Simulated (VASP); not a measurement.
# S (Pm) in VASP: single point with PBE+D3(BJ)

Aim: the single point of S with PBE+D3(BJ).

All numbers are computed with VASP 6.6.1; they aren't measurements. Logs are shortened: lines on timing, memory, paths and dates and some standing lists are left out, and cuts for length are marked.

**1. The cell of the first run**

It takes space group Pm (No. 6, monoclinic). The conventional cell has a = 5.476 Å, b = 2.960 Å, c = 10.966 Å, α = 90.00°, β = 92.86°, γ = 90.00°. Within 2.5 Å of S (site symmetry m) lie 1 S at 1.90 Å. S (site symmetry m) has 1 S at 1.90 Å within 2.5 Å. S (site symmetry m) has 1 S at 1.90 Å within 2.5 Å. Within 2.5 Å of S (site symmetry m) lie 1 S at 1.90 Å. Within 2.5 Å of S (site symmetry m) lie 1 S at 1.90 Å. S (site symmetry m) has 1 S at 1.90 Å within 2.5 Å. S (site symmetry m) has 1 S at 1.90 Å within 2.5 Å. Within 2.5 Å of S (site symmetry m) lie 1 S at 1.90 Å.

**2. Single point, PBE+D3(BJ)**

INCAR

```
PREC = Accurate
ENCUT = 520
EDIFF = 1E-6
ISMEAR = 0
SIGMA = 0.15
LREAL = False
LASPH = True
NELM = 100
ALGO = Normal
ISIF = 2
LWAVE = False
LCHARG = False
GGA = PE
IVDW = 12
NBANDS = 34
```

KPOINTS

```
Automatic mesh
0
Gamma
  9 16 5
```

POSCAR

```
S
1.0
    0.0000000000     -5.4762743414      0.0000000000
    0.0000000000      0.0000000000     -2.9602546931
   10.9525486828     -0.5476274341      0.0000000000
S
8
Direct
    0.0912990880      0.5000000000      0.3136671009
    0.0412990880      0.5000000000      0.8136671009
    0.7837009120      0.5000000000      0.9363328991
    0.8337009120      0.5000000000      0.4363328991
    0.3709674918      0.0000000000      0.0636671009
    0.3209674918      0.0000000000      0.5636671009
    0.6040325082      0.0000000000      0.1863328991
    0.5540325082      0.0000000000      0.6863328991
```

Potentials or basis: VASP PAW PBE potentials, release 64 (S).

Run with:

```bash
$ cat potpaw_PBE.64/S/POTCAR > POTCAR
$ mpirun -np 1 vasp_std > vasp.out
```

OUTCAR:

```text
PREC = Accurate
   ENCUT = 520
   EDIFF = 1E-6
   ISMEAR = 0
   LREAL = False
   LASPH = True
   NELM = 100
   ISIF = 2
   GGA = PE
   IVDW = 12
 IVDW          = 12

 ion  position               nearest neighbor table
   1  0.091  0.500  0.314-   4 1.90
   2  0.041  0.500  0.814-   3 1.90
   3  0.784  0.500  0.936-   2 1.90
   4  0.834  0.500  0.436-   1 1.90
   5  0.371  0.000  0.064-   7 1.90
   6  0.321  0.000  0.564-   8 1.90
   7  0.604  0.000  0.186-   5 1.90
   8  0.554  0.000  0.686-   6 1.90

  LATTYP: Found a simple monoclinic cell.
 ALAT       =     5.4762743414
 B/A-ratio  =     0.5405599699
 C/A-ratio  =     2.0024984394
 COS(beta)  =    -0.0499376169

  Lattice vectors:

 A1 = (   0.0000000000,  -5.4762743414,   0.0000000000)
 A2 = (   0.0000000000,   0.0000000000,   2.9602546931)
 A3 = ( -10.9525486828,   0.5476274341,   0.0000000000)

Analysis of symmetry for initial positions (statically):
=====================================================================
 Subroutine PRICEL returns:
 Original cell was already a primitive cell.

 Routine SETGRP: Setting up the symmetry group for a
 simple monoclinic supercell.

 Subroutine GETGRP returns: Found  2 space group operations
 (whereof  2 operations were pure point group operations)
 out of a pool of  4 trial point group operations.

The static configuration has the point symmetry C_1h.

Analysis of symmetry for dynamics (positions and initial velocities):
=====================================================================
 Subroutine PRICEL returns:
 Original cell was already a primitive cell.

 Routine SETGRP: Setting up the symmetry group for a
 simple monoclinic supercell.

 Subroutine GETGRP returns: Found  2 space group operations
 (whereof  2 operations were pure point group operations)
 out of a pool of  4 trial point group operations.

The dynamic configuration has the point symmetry C_1h.

 Subroutine INISYM returns: Found  2 space group operations
 (whereof  2 operations are pure point group operations),
 and found     1 'primitive' translations

----------------------------------------------------------------------------------------

                                     Primitive cell

  volume of cell :     177.5536

  direct lattice vectors                    reciprocal lattice vectors
     0.000000000 -5.476274341  0.000000000    -0.009130295 -0.182605899  0.000000000
     0.000000000  0.000000000 -2.960254693     0.000000000  0.000000000 -0.337808771
    10.952548683 -0.547627434  0.000000000     0.091302950  0.000000000  0.000000000

  length of vectors
     5.476274341  2.960254693 10.966230823     0.182834014  0.337808771  0.091302950

  position of ions in fractional coordinates (direct lattice)
     0.091299088  0.500000000  0.313667101
     0.041299088  0.500000000  0.813667101
     0.783700912  0.500000000  0.936332899
     0.833700912  0.500000000  0.436332899
     0.370967492  0.000000000  0.063667101
     0.320967492  0.000000000  0.563667101
     0.604032508  0.000000000  0.186332899
     0.554032508  0.000000000  0.686332899

  ion indices of the primitive-cell ions
   primitive index   ion index
                 1           1
                 2           2
                 3           3
                 4           4
                 5           5
                 6           6
                 7           7
                 8           8

----------------------------------------------------------------------------------------

 KPOINTS: Automatic mesh

Automatic generation of k-mesh.
 Grid dimensions read from file:
 generate k-points for:    9   16    5

 Generating k-lattice:

  Cartesian coordinates                     Fractional coordinates (reciprocal lattice)
    -0.001014477 -0.020289544  0.000000000     0.111111111  0.000000000 -0.000000000
     0.000000000  0.000000000 -0.021113048     0.000000000  0.062500000  0.000000000
     0.018260590  0.000000000  0.000000000     0.000000000  0.000000000  0.200000000

  Length of vectors
     0.020314890  0.021113048  0.018260590

  Shift w.r.t. Gamma in fractional coordinates (k-lattice)
     0.000000000  0.000000000  0.000000000

 Subroutine IBZKPT returns following result:
 ===========================================

 Found    207 irreducible k-points:

 Following reciprocal coordinates:
            Coordinates               Weight
  0.000000  0.000000  0.000000      1.000000
  0.111111  0.000000  0.000000      2.000000
  0.222222  0.000000 -0.000000      2.000000
  0.333333  0.000000 -0.000000      2.000000
  0.444444  0.000000 -0.000000      2.000000
  0.000000  0.062500  0.000000      2.000000
[... 16 lines left out ...]
  0.222222  0.250000 -0.000000      4.000000
  0.333333  0.250000 -0.000000      4.000000
 [... further k-points ...]
   k-points           NKPTS =    207   k-points in BZ     NKDIM =    207   number of bands    NBANDS=     34
   number of dos      NEDOS =    301   number of ions     NIONS =      8
   total plane-waves  NPLWV =  84672
   dimension x,y,z NGX =    42 NGY =   24 NGZ =   84
   dimension x,y,z NGXF=    84 NGYF=   48 NGZF=  168
   ions per type =               8
   NGX,Y,Z   is equivalent  to a cutoff of  12.75, 13.48, 12.73 a.u.
   NGXF,Y,Z  is equivalent  to a cutoff of  25.50, 26.96, 25.47 a.u.
 SYSTEM =  unknown system
   PREC   = accura    normal or accurate (medium, high low for compatibility)
   ISTART =      0    job   : 0-new  1-cont  2-samecut
   ICHARG =      2    charge: 1-file 2-atom 10-const
   ISPIN  =      1    spin polarized calculation?
   LNONCOLLINEAR =      F non collinear calculations
   LSORBIT =      F    spin-orbit coupling
   LASPH  =      T    aspherical Exc in radial PAW
   ENCUT  =  520.0 eV  38.22 Ry    6.18 a.u.  10.18  5.50 20.39*2*pi/ulx,y,z
   NELM   =    100;   NELMIN=  2; NELMDL= -5     # of ELM steps
   EDIFF  = 0.1E-05   stopping-criterion for ELM
   LREAL  =      F    real-space projection
   EDIFFG = 0.1E-04   stopping-criterion for IOM
   NSW    =      0    number of steps for IOM
   IBRION =     -1    ionic relax: 0-MD 1-quasi-New 2-CG
   NFREE  =      0    steps in history (QN), initial steepest desc. (CG)
   ISIF   =      2    stress and relaxation
   ISYM   =      2    0-nonsym 1-usesym 2-fastsym
   POTIM  = 0.5000    time-step for ionic-motion
   TEBEG  =    0.0;   TEEND  =   0.0 temperature during run
   PSTRESS=    0.0 pullay stress
   NELECT =      48.0000    total number of electrons
   NUPDOWN=      -1.0000    fix difference up-down
   EMIN   =  10.00;   EMAX   =-10.00  energy-range for DOS
   EFERMI =   0.00;   METHOD = LEGACY
   ISMEAR =     0;   SIGMA  =   0.15  broadening in eV -4-tet -1-fermi 0-gaus
   EFERMI_NEDOS =   21; number of points for ismear=-14 and -15
   IALGO  =     38    algorithm
   IMIX   =      4    mixing-type and parameters
     AMIX     =   0.40;   BMIX     =  1.00
     AMIX_MAG =   1.60;   BMIX_MAG =  1.00
  volume/ion in A,a.u.               =      22.19       149.77
  Fermi-wavevector in a.u.,A,eV,Ry     =   1.058552  2.000373 15.245760  1.120532
  Thomas-Fermi vector in A             =   2.193865
   LORBIT       =      0    0 simple, 1 ext, 2 COOP (PROOUT), +10 PAW based schemes
   GGA     = PE    functional components
   LHFCALC =     F    Hartree Fock is set to
   AEXX    =    0.0000 exact exchange contribution
   IVDW    =    12    specifies the selected vdW correction
   LEPSILON=     F    determine dielectric tensor
   LRPA    =     F    only Hartree local field effects (RPA)
 non-spin polarized calculation
 Gauss-broadening in eV      SIGMA  =   0.15
  energy-cutoff  :      520.00
  volume of cell :      177.55
 maximum number of plane-waves:      4812
 NGX is ok and might be reduce to    42
   NGX = 21   NGY = 11   NGZ = 41

 number of electron      48.0000003 magnetization

 Free energy of the ion-electron system (eV)
  ---------------------------------------------------
  ext. energy  EPLUGINS =         0.00000000
  ---------------------------------------------------
  free energy    TOTEN  =       -30.06916367 eV

  energy without entropy =      -30.00637923  energy(sigma->0) =      -30.03777145

 E-fermi :   3.6484     XC(G=0):  -9.1628

 val. band max:        3.6465784655   @ k =   0.0000   0.1875   0.2000
 cond. band min:       3.6496553227   @ k =   0.1111   0.2500   0.0000
 fundamental gap:      0.0030768572
 Fermi energy:         3.6484183462

 k-point     1 :       0.0000    0.0000    0.0000
  band No.  band energies     occupation
      1     -12.9525      2.00000
      2     -12.5604      2.00000
      3     -12.4975      2.00000
      4     -12.0781      2.00000
      5      -7.3764      2.00000
      6      -7.1603      2.00000
[... 26 lines left out ...]
     33       9.7088      0.00000
     34      10.9680      0.00000

 k-point     2 :       0.1111    0.0000    0.0000
  band No.  band energies     occupation
      1     -12.9335      2.00000
      2     -12.5639      2.00000
      3     -12.4849      2.00000
      4     -12.1035      2.00000
      5      -7.3944      2.00000
      6      -7.1683      2.00000
[... 26 lines left out ...]
     33       9.8587      0.00000
     34      10.8895      0.00000

 k-point     3 :       0.2222    0.0000   -0.0000
  band No.  band energies     occupation
      1     -12.8803      2.00000
      2     -12.5656      2.00000
      3     -12.4588      2.00000
      4     -12.1744      2.00000
      5      -7.4494      2.00000
      6      -7.2040      2.00000
[... 26 lines left out ...]
     33      10.1217      0.00000
     34      10.5143      0.00000
[... 704 lines left out ...]
 k-point    23 :       0.2222    0.2500   -0.0000
  band No.  band energies     occupation
      1     -12.3485      2.00000
      2     -12.0864      2.00000
      3     -12.0020      2.00000
      4     -11.7805      2.00000
      5      -6.8616      2.00000
      6      -6.6405      2.00000
[... 26 lines left out ...]
     33      10.8255      0.00000
     34      11.1448      0.00000

 k-point    24 :       0.3333    0.2500   -0.0000
  band No.  band energies     occupation
      1     -12.2892      2.00000
      2     -12.0758      2.00000
      3     -11.9832      2.00000
      4     -11.8580      2.00000
      5      -6.9178      2.00000
      6      -6.6880      2.00000
[... 26 lines left out ...]
     33      10.5596      0.00000
     34      10.8696      0.00000

 [... further k-points ...]

------------------------ aborting loop because EDIFF is reached ----------------------------------------

 Edisp (eV)   -2.16237

 E8    (eV) :    -0.7806

  FORCE on cell =-STRESS in cart. coord.  units (eV):
  Direction    XX          YY          ZZ          XY          YZ          ZX
  --------------------------------------------------------------------------------------
  -------------------------------------------------------------------------------------
  Total      -0.64223    -0.48811     0.92505     0.43577     0.00000     0.00000
  in kB      -5.79523    -4.40451     8.34728     3.93226     0.00000     0.00000
  external pressure =       -0.62 kB  Pullay stress =        0.00 kB

 VOLUME and BASIS-vectors are now :
 -----------------------------------------------------------------------------
  energy-cutoff  :      520.00
  volume of cell :      177.55
      direct lattice vectors                 reciprocal lattice vectors
     0.000000000 -5.476274341  0.000000000    -0.009130295 -0.182605899  0.000000000
     0.000000000  0.000000000 -2.960254693     0.000000000  0.000000000 -0.337808771
    10.952548683 -0.547627434  0.000000000     0.091302950  0.000000000  0.000000000

 POSITION                                       TOTAL-FORCE (eV/Angst)
 -----------------------------------------------------------------------------------
      3.43545     -0.67175     -1.48013         0.151227      0.137100      0.000000
      8.91173     -0.67175     -1.48013         0.090146      0.165160      0.000000
     10.25523     -4.80452     -1.48013        -0.164232     -0.649597      0.000000
      4.77896     -4.80452     -1.48013        -0.145269     -0.148282      0.000000
      0.69732     -2.06639      0.00000         0.291644      0.274936      0.000000
      6.17359     -2.06639      0.00000         0.125710     -0.166436      0.000000
      2.04082     -3.40989      0.00000        -0.169272      0.185602      0.000000
      7.51709     -3.40989      0.00000        -0.179954      0.201518      0.000000
 -----------------------------------------------------------------------------------
    total drift:                                0.000017     -0.000205      0.000000

  FREE ENERGIE OF THE ION-ELECTRON SYSTEM (eV)
  ---------------------------------------------------
  free  energy   TOTEN  =       -32.2315338659 eV

  energy  without entropy=      -32.1687494169  energy(sigma->0) =      -32.20014164
```

Wall time 8.9 min (1 thread of Intel Xeon Platinum 8559C (Emerald Rapids), shared host); peak memory 0.84 GiB.

Results:

- Free energy: -32.2315 eV
- Pressure: -0.1 GPa
- Largest force: 0.670 eV/Å
- Band gap on the k mesh: zero (band 24 reaches 4.86 eV, above the bottom of band 25 at 2.67 eV)
- Dispersion energy per atom: -0.270 eV

Forces on the atoms (eV/Å):
```
S    0.151  0.137  0.000
S    0.090  0.165  0.000
S   -0.164 -0.650  0.000
S   -0.145 -0.148  0.000
S    0.292  0.275  0.000
S    0.126 -0.166  0.000
S   -0.169  0.186  0.000
S   -0.180  0.202  0.000
```

Caveat: pairwise dispersion overbinds metals, which lowers pressure and volume.
